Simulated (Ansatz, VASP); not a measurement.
**Two plane-wave programs on GaSb**

```
CELL_PARAMETERS angstrom
0.00000 3.05900 3.05900
3.05900 0.00000 3.05900
3.05900 3.05900 0.00000
ATOMIC_POSITIONS crystal
Sb 0.75000 0.75000 0.75000
Ga 0.00000 0.00000 0.00000
```

Alike in both runs: task single point; functional r2SCAN; k mesh 8 × 8 × 8; occupations fermi-dirac, width 0.05 eV; non-collinear spin, spin-orbit coupling.

```csv
,VASP,Ansatz
version,VASP 6.6.1,Ansatz 0.2.0
potentials or method,"VASP PAW PBE potentials, release 64 (Sb, Ga_d)",Ansatz PAW
plane-wave cutoff (eV),520,500
valence electrons in the cell,18,28
```

Ansatz gave:

* pressure (GPa): 0.4

Q: What did VASP give for the same quantities?

A: Pressure (GPa): 0.5.

VASP's potentials were made for PBE, not for r2SCAN. VASP's potentials hold 18 valence electrons a cell and Ansatz's 28, so a difference there can come from the potentials and not from the codes.
